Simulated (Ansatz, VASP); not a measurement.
Two plane-wave programs on GaN

```
CELL_PARAMETERS angstrom
0.00000 2.25350 2.25350
2.25350 0.00000 2.25350
2.25350 2.25350 0.00000
ATOMIC_POSITIONS crystal
Ga 0.00000 0.00000 0.00000
N 0.75000 0.75000 0.77353
```

Change from the starting cell: all N atoms moved +0.075 Å, as atom 2 along Cartesian [1 1 0].

Alike in both runs: task single point; functional r2SCAN; k mesh 10 × 10 × 10; occupations gaussian, width 0.05 eV; no spin polarisation.

|  | VASP | Ansatz |
| --- | --- | --- |
| version | VASP 6.6.1 | Ansatz 0.2.0 |
| potentials or method | VASP PAW PBE potentials, release 64 (Ga_d, N), cutoff 520 eV | scalar-relativistic, plane waves, PAW |
| valence electrons in the cell | 18 | 18 |

```tsv
	VASP	Ansatz	Ansatz less VASP
gap on the k mesh at the Fermi level (eV)	1.99	2.00	+0.006
least direct gap on the mesh (eV)	1.99	2.00	+0.006
pressure (GPa)	0.6	-0.6	-1.21
traceless stress, the component that is largest in VASP (GPa)	3.22	3.04	-0.182
rms of the force components (eV/Å)	0.570	0.556	-0.0134
```

VASP's potentials were made for PBE, not for r2SCAN. Atom by atom the forces differ by 0.014 eV/Å (rms over components). With one functional, cell and mesh, what is left measures potentials, basis and numerics.
